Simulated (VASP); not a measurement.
# Ti in VASP: a series of runs

The runs below take Ti through single point, with PBE.

All numbers are computed with VASP 6.6.1; they aren't measurements. Logs are shortened: lines on timing, memory, paths and dates and some standing lists are left out, and cuts for length are marked.

## Step 1: The cell of the first run

The structure is tetragonal, space group I4/mmm (No. 139). Conventional cell: a = 2.908 Å, b = 2.908 Å, c = 4.030 Å, α = 90.00°, β = 90.00°, γ = 90.00°. Ti (site symmetry 4/mmm) has 12 Ti at 2.88 to 2.91 Å within 3.8 Å.

## Step 2: Single point, PBE (strain along c alone, the other axes held: -2.0 %)

INCAR reads:

```
  ALGO = Fast
  EDIFF = 1E-6
  ENCUT = 520
  GGA = PE
  ISIF = 2
  ISMEAR = 0
  LASPH = True
  LCHARG = False
  LREAL = False
  LWAVE = False
  NBANDS = 19
  NELM = 60
  PREC = Accurate
  SIGMA = 0.1
```

KPOINTS reads:

```
k-points
0
Gamma
  18 18 12
```

POSCAR reads:

```
Ti
1.0
    2.0560175230      2.0560175230      0.0000000000
   -2.0560175230      2.0560175230      0.0000000000
    0.0000000000      0.0000000000      4.0297943450
Ti
2
Direct
    0.0000000000      0.0000000000      0.0000000000
    0.5000000000      0.5000000000      0.5000000000
```

Potentials or basis: VASP PAW PBE potentials, release 64 (Ti_sv).

Run with:

```sh
cat potpaw_PBE.64/Ti_sv/POTCAR > POTCAR
mpirun -np 1 vasp_std > vasp.out
```

OUTCAR:

```text
EDIFF = 1E-6
   ENCUT = 520
   GGA = PE
   ISIF = 2
   ISMEAR = 0
   LASPH = True
   LREAL = False
   NELM = 60
   PREC = Accurate

 ion  position               nearest neighbor table
   1  0.000  0.000  0.000-   2 2.88   2 2.88   2 2.88   2 2.88   2 2.88   2 2.88   2 2.88   2 2.88

   2  0.500  0.500  0.500-   1 2.88   1 2.88   1 2.88   1 2.88   1 2.88   1 2.88   1 2.88   1 2.88

  LATTYP: Found a simple tetragonal cell.
 ALAT       =     2.9076478655
 C/A-ratio  =     1.3859292911

  Lattice vectors:

 A1 = (   2.0560175230,   2.0560175230,   0.0000000000)
 A2 = (  -2.0560175230,   2.0560175230,   0.0000000000)
 A3 = (   0.0000000000,   0.0000000000,   4.0297943450)

Analysis of symmetry for initial positions (statically):
=====================================================================
 Subroutine PRICEL returns following result:

  LATTYP: Found a body centered tetragonal cell.
 ALAT       =     2.9076478655
 C/A-ratio  =     1.3859292911

  Lattice vectors:

 A1 = (   0.0000000000,  -2.0560175230,  -2.0148971725)
 A2 = (   0.0000000000,   2.0560175230,  -2.0148971725)
 A3 = (   2.0560175230,   0.0000000000,   2.0148971725)

   2 primitive cells build up your supercell.

 Routine SETGRP: Setting up the symmetry group for a
 simple tetragonal supercell.

 Subroutine GETGRP returns: Found 16 space group operations
 (whereof 16 operations were pure point group operations)
 out of a pool of 16 trial point group operations.

The static configuration has the point symmetry D_4h.

Analysis of symmetry for dynamics (positions and initial velocities):
=====================================================================
 Subroutine PRICEL returns following result:

  LATTYP: Found a body centered tetragonal cell.
 ALAT       =     2.9076478655
 C/A-ratio  =     1.3859292911

  Lattice vectors:

 A1 = (   0.0000000000,  -2.0560175230,  -2.0148971725)
 A2 = (   0.0000000000,   2.0560175230,  -2.0148971725)
 A3 = (   2.0560175230,   0.0000000000,   2.0148971725)

   2 primitive cells build up your supercell.

 Routine SETGRP: Setting up the symmetry group for a
 simple tetragonal supercell.

 Subroutine GETGRP returns: Found 16 space group operations
 (whereof 16 operations were pure point group operations)
 out of a pool of 16 trial point group operations.

The dynamic configuration has the point symmetry D_4h.

 Subroutine INISYM returns: Found 16 space group operations
 (whereof 16 operations are pure point group operations),
 and found     2 'primitive' translations

----------------------------------------------------------------------------------------

                                     Primitive cell

  volume of cell :      17.0348

  direct lattice vectors                    reciprocal lattice vectors
     0.000000000 -2.056017523 -2.014897172     0.243188589 -0.243188589 -0.248151621
     0.000000000  2.056017523 -2.014897172     0.243188589  0.243188589 -0.248151621
     2.056017523  0.000000000  2.014897172     0.486377178  0.000000000  0.000000000

  length of vectors
     2.878718234  2.878718234  2.878718234     0.424099760  0.424099760  0.486377178

  position of ions in fractional coordinates (direct lattice)
     0.000000000  0.000000000  0.000000000

  ion indices of the primitive-cell ions
   primitive index   ion index
                 1           1

----------------------------------------------------------------------------------------

 KPOINTS: k-points

Automatic generation of k-mesh.
 Grid dimensions read from file:
 generate k-points for:   18   18   12

 Generating k-lattice:

  Cartesian coordinates                     Fractional coordinates (reciprocal lattice)
     0.013510477  0.013510477  0.000000000     0.055555556  0.000000000  0.000000000
    -0.013510477  0.013510477  0.000000000     0.000000000  0.055555556  0.000000000
     0.000000000  0.000000000  0.020679302     0.000000000  0.000000000  0.083333333

  Length of vectors
     0.019106700  0.019106700  0.020679302

  Shift w.r.t. Gamma in fractional coordinates (k-lattice)
     0.000000000  0.000000000  0.000000000

 Subroutine IBZKPT returns following result:
 ===========================================

 Found    385 irreducible k-points:

 Following reciprocal coordinates:
            Coordinates               Weight
  0.000000  0.000000  0.000000      1.000000
  0.055556  0.000000  0.000000      4.000000
  0.111111  0.000000  0.000000      4.000000
  0.166667  0.000000  0.000000      4.000000
  0.222222  0.000000  0.000000      4.000000
  0.277778  0.000000  0.000000      4.000000
[... 16 lines left out ...]
  0.277778  0.111111  0.000000      8.000000
  0.333333  0.111111  0.000000      8.000000
 [... further k-points ...]
   k-points           NKPTS =    385   k-points in BZ     NKDIM =    385   number of bands    NBANDS=     19
   number of dos      NEDOS =    301   number of ions     NIONS =      2
   total plane-waves  NPLWV =  17280
   dimension x,y,z NGX =    24 NGY =   24 NGZ =   30
   dimension x,y,z NGXF=    48 NGYF=   48 NGZF=   60
   ions per type =               2
   NGX,Y,Z   is equivalent  to a cutoff of  13.72, 13.72, 12.38 a.u.
   NGXF,Y,Z  is equivalent  to a cutoff of  27.44, 27.44, 24.75 a.u.
 SYSTEM =  unknown system
   PREC   = accura    normal or accurate (medium, high low for compatibility)
   ISTART =      0    job   : 0-new  1-cont  2-samecut
   ICHARG =      2    charge: 1-file 2-atom 10-const
   ISPIN  =      1    spin polarized calculation?
   LNONCOLLINEAR =      F non collinear calculations
   LSORBIT =      F    spin-orbit coupling
   LASPH  =      T    aspherical Exc in radial PAW
   ENCUT  =  520.0 eV  38.22 Ry    6.18 a.u.   5.41  5.41  7.49*2*pi/ulx,y,z
   NELM   =     60;   NELMIN=  2; NELMDL= -5     # of ELM steps
   EDIFF  = 0.1E-05   stopping-criterion for ELM
   LREAL  =      F    real-space projection
[... 7 lines left out ...]
   TEBEG  =    0.0;   TEEND  =   0.0 temperature during run
   PSTRESS=    0.0 pullay stress
   NELECT =      24.0000    total number of electrons
   NUPDOWN=      -1.0000    fix difference up-down
   EMIN   =  10.00;   EMAX   =-10.00  energy-range for DOS
   EFERMI =   0.00;   METHOD = LEGACY
   ISMEAR =     0;   SIGMA  =   0.10  broadening in eV -4-tet -1-fermi 0-gaus
   EFERMI_NEDOS =   21; number of points for ismear=-14 and -15
   IALGO  =     68    algorithm
   IMIX   =      4    mixing-type and parameters
     AMIX     =   0.40;   BMIX     =  1.00
     AMIX_MAG =   1.60;   BMIX_MAG =  1.00
  volume/ion in A,a.u.               =      17.03       114.96
  Fermi-wavevector in a.u.,A,eV,Ry     =   1.456654  2.752677 28.869398  2.121841
  Thomas-Fermi vector in A             =   2.573547
   LORBIT       =      0    0 simple, 1 ext, 2 COOP (PROOUT), +10 PAW based schemes
   GGA     = PE    functional components
   LHFCALC =     F    Hartree Fock is set to
   AEXX    =    0.0000 exact exchange contribution
   IVDW    =     0    specifies the selected vdW correction
   LEPSILON=     F    determine dielectric tensor
   LRPA    =     F    only Hartree local field effects (RPA)
 non-spin polarized calculation
 RMM-DIIS sequential band-by-band and
 Gauss-broadening in eV      SIGMA  =   0.10
  energy-cutoff  :      520.00
  volume of cell :       34.07
 maximum number of plane-waves:       932
 NGX is ok and might be reduce to    24
   NGX = 11   NGY = 11   NGZ = 15

 number of electron      24.0000011 magnetization

 Free energy of the ion-electron system (eV)
  ---------------------------------------------------
  ext. energy  EPLUGINS =         0.00000000
  ---------------------------------------------------
  free energy    TOTEN  =       -15.55888701 eV

  energy without entropy =      -15.54083906  energy(sigma->0) =      -15.54986303

 E-fermi :   8.4281     XC(G=0): -11.5904

 val. band max:        8.4227178639   @ k =   0.3333   0.2222   0.4167
 cond. band min:       8.4303952654   @ k =   0.3333   0.2222   0.3333
 fundamental gap:      0.0076774014
 Fermi energy:         8.4281050067

 k-point     1 :       0.0000    0.0000    0.0000
  band No.  band energies     occupation
      1     -48.2502      2.00000
      2     -48.0688      2.00000
      3     -24.7478      2.00000
      4     -24.3525      2.00000
      5     -24.3525      2.00000
      6     -24.0881      2.00000
[... 11 lines left out ...]
     18      12.0732      0.00000
     19      12.3716      0.00000

 k-point     2 :       0.0556    0.0000    0.0000
  band No.  band energies     occupation
      1     -48.2477      2.00000
      2     -48.0690      2.00000
      3     -24.7417      2.00000
      4     -24.3616      2.00000
      5     -24.3496      2.00000
      6     -24.1014      2.00000
[... 11 lines left out ...]
     18      12.0020      0.00000
     19      12.3489      0.00000

 k-point     3 :       0.1111    0.0000    0.0000
  band No.  band energies     occupation
      1     -48.2401      2.00000
      2     -48.0695      2.00000
      3     -24.7239      2.00000
      4     -24.3874      2.00000
      5     -24.3410      2.00000
      6     -24.1398      2.00000
[... 11 lines left out ...]
     18      11.8060      0.00000
     19      12.2812      0.00000

 k-point     4 :       0.1667    0.0000    0.0000
  band No.  band energies     occupation
      1     -48.2281      2.00000
      2     -48.0707      2.00000
      3     -24.6950      2.00000
      4     -24.4262      2.00000
      5     -24.3272      2.00000
      6     -24.1989      2.00000
[... 407 lines left out ...]
     18      11.2894      0.00000
     19      12.2223      0.00000

 k-point    23 :       0.2778    0.1111    0.0000
  band No.  band energies     occupation
      1     -48.1861      2.00000
      2     -48.0759      2.00000
      3     -24.5921      2.00000
      4     -24.5237      2.00000
      5     -24.3698      2.00000
      6     -24.3090      2.00000
[... 11 lines left out ...]
     18      11.4532      0.00000
     19      12.0533      0.00000

 k-point    24 :       0.3333    0.1111    0.0000
  band No.  band energies     occupation
      1     -48.1672      2.00000
      2     -48.0815      2.00000
      3     -24.5641      2.00000
      4     -24.5417      2.00000
      5     -24.4450      2.00000
      6     -24.2860      2.00000
[... 11 lines left out ...]
     18      11.7362      0.00000
     19      11.8434      0.00000

 [... further k-points ...]

------------------------ aborting loop because EDIFF is reached ----------------------------------------

  FORCE on cell =-STRESS in cart. coord.  units (eV):
  Direction    XX          YY          ZZ          XY          YZ          ZX
  --------------------------------------------------------------------------------------
  -------------------------------------------------------------------------------------
  Total        0.3336955      0.3336955      0.5039745      0.0000000     -0.0000000      0.0000000
  in kB       15.6925823     15.6925823     23.7002328      0.0000000     -0.0000000      0.0000000
  external PRESSURE =      18.3617991 kB  Pullay stress =       0.0000000 kB

 VOLUME and BASIS-vectors are now :
 -----------------------------------------------------------------------------
  energy-cutoff  :      520.00
  volume of cell :       34.07
      direct lattice vectors                 reciprocal lattice vectors
     2.056017523  2.056017523  0.000000000     0.243188589  0.243188589  0.000000000
    -2.056017523  2.056017523  0.000000000    -0.243188589  0.243188589  0.000000000
     0.000000000  0.000000000  4.029794345     0.000000000  0.000000000  0.248151621

 POSITION                                       TOTAL-FORCE (eV/Angst)
 -----------------------------------------------------------------------------------
      0.00000      0.00000      0.00000         0.000000     -0.000000      0.000000
      0.00000      2.05602      2.01490        -0.000000      0.000000     -0.000000
 -----------------------------------------------------------------------------------
    total drift:                               -0.000000      0.000000     -0.000000

  FREE ENERGIE OF THE ION-ELECTRON SYSTEM (eV)
  ---------------------------------------------------
  free  energy   TOTEN  =       -15.5588870073 eV

  energy  without entropy=      -15.5408390605  energy(sigma->0) =      -15.54986303
```

It took 3.2 min on 1 thread of Intel Xeon 6975P-C (Granite Rapids), shared host; peak memory 0.3 GiB.

What came out:

```
Free energy            : -15.5589 eV
Pressure               : 1.8 GPa
Band gap on the k mesh : zero (band 12 reaches 9.30 eV, above the bottom of band 13 at 7.96 eV)
```

Stress tensor (GPa, compression positive):
```
1.57 0.00 0.00
0.00 1.57 0.00
0.00 0.00 2.37
```

Caveat: the cell differs from its parent crystal (strain along c alone, the other axes held: -2.0 %).

## Step 3: Single point, PBE

This run uses another cell than the first one, of 17.38 Å³/atom, 1.020 times its volume.

INCAR reads:

```
ALGO = Fast ; EDIFF = 1E-7
ENCUT = 520 ; GGA = PE
ISIF = 2 ; ISMEAR = 0
LASPH = T ; LCHARG = T
LELF = T ; LREAL = F
LVHAR = T ; LWAVE = F
NBANDS = 19 ; NELM = 100
PREC = Accurate ; SIGMA = 0.1
```

KPOINTS is that of step 2.

Edit POSCAR of step 2 so:

```diff
@@ -4,3 +4,3 @@
    -2.0560175230      2.0560175230      0.0000000000
-    0.0000000000      0.0000000000      4.0297943450
+    0.0000000000      0.0000000000      4.1120350459
 Ti
```

Potentials or basis: VASP PAW PBE potentials, release 64 (Ti_sv).

Run with:

```sh
cat potpaw_PBE.64/Ti_sv/POTCAR > POTCAR
mpirun -np 1 vasp_std > vasp.out
```

Run time: 4.2 min. Hardware: 1 thread of Intel Xeon 6975P-C (Granite Rapids), shared host; peak memory 0.31 GiB.

The run converged. Its results:

- Free energy: -15.5641 eV
- Pressure: -0.4 GPa
- Band gap on the k mesh: zero (band 12 reaches 9.08 eV, above the bottom of band 13 at 7.78 eV)

Levels at points of the mesh, in eV from the Fermi level:
```tsv
k point	band 9	band 10	band 11	band 12	band 13	band 14	band 15	band 16
(0.00, 0.00, 0.00)	-6.10	-2.57	-1.71	0.87	0.87	0.87	2.50	2.50
(0.50, 0.00, 0.00)	-2.12	-2.12	-0.33	-0.33	-0.01	-0.01	1.69	1.69
(0.50, 0.50, 0.00)	-2.57	-2.57	-1.71	-1.71	2.83	2.83	3.56	3.56
(0.00, 0.00, 0.50)	-3.80	-3.80	-0.57	-0.57	1.17	1.17	2.01	2.01
(0.50, 0.00, 0.50)	-2.59	-2.59	0.63	0.63	0.76	0.76	0.76	0.76
(0.50, 0.50, 0.50)	-1.52	-1.52	-0.38	-0.38	-0.38	-0.38	2.13	2.13
```

## Step 4: Single point, PBE (strain along c alone, the other axes held: +2.0 %)

INCAR reads:

```
ALGO     = Fast           # electronic algorithm
EDIFF    = 1E-7           # SCF threshold, eV
ENCUT    = 520            # plane-wave cutoff, eV
GGA      = PE             # functional
ISIF     = 2              # what is computed and relaxed
ISMEAR   = 0              # smearing method
LASPH    = T              # aspherical terms in the spheres
LCHARG   = F              # write CHGCAR
LREAL    = F              # projectors in reciprocal space
LWAVE    = F              # write WAVECAR
NBANDS   = 19             # bands
NELM     = 100            # most SCF steps
PREC     = Accurate       # precision mode
SIGMA    = 0.1            # smearing width, eV
```

KPOINTS is that of step 3.

Edit POSCAR of step 3 so:

```diff
@@ -4,3 +4,3 @@
    -2.0560175230      2.0560175230      0.0000000000
-    0.0000000000      0.0000000000      4.1120350459
+    0.0000000000      0.0000000000      4.1942757469
 Ti
```

Run with:

```sh
cat potpaw_PBE.64/Ti_sv/POTCAR > POTCAR
mpirun -np 1 vasp_std > vasp.out
```

It took 4.1 min on 1 thread of Intel Xeon 6975P-C (Granite Rapids), shared host; peak memory 0.31 GiB.

The run converged. Its results:

```
Free energy            : -15.5577 eV
Pressure               : -2.3 GPa
Band gap on the k mesh : zero (band 12 reaches 8.82 eV, above the bottom of band 13 at 7.58 eV)
```

Stress tensor (GPa, compression positive):
```
-2.03  0.00  0.00
 0.00 -2.03  0.00
 0.00  0.00 -2.82
```

Levels at points of the mesh, in eV from the Fermi level:
```
           k point  band 8  band 9  band 10  band 11  band 12  band 13  band 14  band 15  band 16  band 17
(0.00, 0.00, 0.00)  -32.63   -6.05    -2.51    -1.63     0.76     0.91     0.91     2.35     2.51     2.53
(0.50, 0.00, 0.00)  -32.70   -2.08    -2.08    -0.39    -0.39     0.00     0.00     1.69     1.69     2.36
(0.50, 0.50, 0.00)  -32.85   -2.50    -2.50    -1.66    -1.66     2.87     2.87     3.47     3.47     3.69
(0.00, 0.00, 0.50)  -32.73   -3.83    -3.83    -0.57    -0.57     1.05     1.05     2.02     2.02     2.02
(0.50, 0.00, 0.50)  -32.70   -2.54    -2.54     0.58     0.58     0.67     0.67     0.84     0.84     3.44
(0.50, 0.50, 0.50)  -32.85   -1.51    -1.51    -0.35    -0.35    -0.35    -0.35     2.05     2.05     3.80
```

Caveat: the cell differs from its parent crystal (strain along c alone, the other axes held: +2.0 %).

## Step 5: Single point, PBE (strain along c alone, the other axes held: +4.0 %)

INCAR reads:

```
SYSTEM = Ti
PREC = Accurate
ENCUT = 520
EDIFF = 1E-6
ISMEAR = 0
SIGMA = 0.1
LREAL = .FALSE.
LASPH = .TRUE.
NELM = 80
ALGO = Fast
ISIF = 2
LWAVE = .FALSE.
LCHARG = .FALSE.
GGA = PE
NBANDS = 19
```

KPOINTS reads:

```
Automatic mesh
0
G
  18 18 12
  0 0 0
```

Edit POSCAR of step 4 so:

```diff
@@ -4,3 +4,3 @@
    -2.0560175230      2.0560175230      0.0000000000
-    0.0000000000      0.0000000000      4.1942757469
+    0.0000000000      0.0000000000      4.2765164478
 Ti
```

Run with:

```sh
cat potpaw_PBE.64/Ti_sv/POTCAR > POTCAR
mpirun -np 1 vasp_std > vasp.out
```

Run time: 3.1 min. Hardware: 1 thread of Intel Xeon 6975P-C (Granite Rapids), shared host; peak memory 0.32 GiB.

The run converged. Its results:

```
Free energy            : -15.5407 eV
Pressure               : -4.2 GPa
Band gap on the k mesh : zero (band 12 reaches 8.56 eV, above the bottom of band 13 at 7.32 eV)
```

Stress tensor (GPa, compression positive):
```
-3.72  0.00  0.00
 0.00 -3.72  0.00
 0.00  0.00 -5.14
```

Levels at points of the mesh, in eV from the Fermi level:
| k point | band 10 | band 11 | band 12 | band 13 | band 14 | band 15 |
| --- | --- | --- | --- | --- | --- | --- |
| (0.00, 0.00, 0.00) | -2.45 | -1.55 | 0.66 | 0.96 | 0.96 | 2.21 |
| (0.50, 0.00, 0.00) | -2.03 | -0.44 | -0.44 | 0.01 | 0.01 | 1.69 |
| (0.50, 0.50, 0.00) | -2.42 | -1.62 | -1.62 | 2.91 | 2.91 | 3.38 |
| (0.00, 0.00, 0.50) | -3.85 | -0.57 | -0.57 | 0.94 | 0.94 | 2.02 |
| (0.50, 0.00, 0.50) | -2.49 | 0.55 | 0.55 | 0.59 | 0.59 | 0.91 |
| (0.50, 0.50, 0.50) | -1.51 | -0.32 | -0.32 | -0.32 | -0.32 | 1.99 |

Caveat: the cell differs from its parent crystal (strain along c alone, the other axes held: +4.0 %).

## Step 6: Overview

```tsv
cell	further INCAR settings	gap on the mesh (eV)	pressure (GPa)
a = 2.908, b = 2.908, c = 4.030 Å, 2 atoms	ALGO = Fast; EDIFF = 1e-06; NBANDS = 19	none	1.8
a = 2.908, b = 2.908, c = 4.112 Å, 2 atoms	ALGO = Fast; EDIFF = 1e-07; NBANDS = 19	none	-0.4
a = 2.908, b = 2.908, c = 4.194 Å, 2 atoms	ALGO = Fast; EDIFF = 1e-07; NBANDS = 19	none	-2.3
a = 2.908, b = 2.908, c = 4.277 Å, 2 atoms	ALGO = Fast; EDIFF = 1e-06; NBANDS = 19	none	-4.2
```

Alike in all rows: task single point; level PBE; potentials or basis VASP PAW PBE potentials, release 64 (Ti_sv); no spin polarisation; k mesh 18 × 18 × 12; cutoff (eV) 520; smearing gaussian 0.1 eV.

Total energies depend on the potentials used, so only differences within one code and one set of settings carry meaning.
